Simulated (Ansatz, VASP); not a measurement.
# One calculation of KEu3, two programs

File INCAR:

```
SYSTEM = KEu3
  PREC = Accurate
  ENCUT = 520
  EDIFF = 1E-6
  ISMEAR = -1
  SIGMA = 0.15
  LREAL = .FALSE.
  LASPH = .TRUE.
  NELM = 150
  ALGO = Normal
  ISIF = 2
  LWAVE = .FALSE.
  LCHARG = .FALSE.
  ISPIN = 2
  MAGMOM = 0 7 7 7
  LORBIT = 11
  LMAXMIX = 6
  GGA = RP
  NBANDS = 42
```

The input KPOINTS:

```
Automatic mesh
0
G
  4 4 4
  0 0 0
```

The input POSCAR:

```
KEu3
1.0
    5.8850400000      0.0000000000      0.0000000000
    0.0000000000      5.8850400000      0.0000000000
    0.0000000000      0.0000000000      5.8850400000
K Eu
1 3
Direct
    0.0000000000      0.0000000000      0.0000000000
    0.0000000000      0.5000000000      0.5000000000
    0.5000000000      0.0000000000      0.5000000000
    0.5000000000      0.5000000000      0.0000000000
```

Input for Ansatz:

```yaml
crystal:
  lattice:
    - [5.88504, 0.0, 0.0]
    - [0.0, 5.88504, 0.0]
    - [0.0, 0.0, 5.88504]
  atoms:
    - { symbol: K, position: [0.0, 0.0, 0.0] }
    - { symbol: Eu, position: [0.0, 0.5, 0.5] }
    - { symbol: Eu, position: [0.5, 0.0, 0.5] }
    - { symbol: Eu, position: [0.5, 0.5, 0.0] }
basis:
  ecutwfc: 420.0
kpoints:
  mp_grid:
    grid: [4, 4, 4]
hamiltonian:
  xc: rpbe
magnetization:
  spin_polarized: true
  per_species:
    Eu: 7.0
scf:
  occupations:
    method: fermi_dirac
    width: 0.15
```

Alike in both runs: task single point; functional RPBE; k mesh 4 × 4 × 4; occupations fermi-dirac, width 0.15 eV; collinear spin.

|  | VASP | Ansatz |
| --- | --- | --- |
| version | VASP 6.6.1 | Ansatz 0.2.0 |
| potentials or method | VASP PAW PBE potentials, release 64 (K_sv, Eu), cutoff 520 eV | plane waves, PAW |
| valence electrons in the cell | 60 | 60 |

```tsv
	VASP	Ansatz	Ansatz less VASP
net moment per atom (μB)	5.55	5.71	+0.160
size of the moment on the site where the two differ most (μB)	6.70	7.23	+0.525
```

The net moments are unlike, so the other rows may belong to different states. VASP's potentials were made for PBE, not for RPBE. Site moments also hang on the region over which each program counts them.

Neither program's run includes spin-orbit coupling. Noted on VASP's run: too few bands were computed for a metal, which touches its energy and stress.
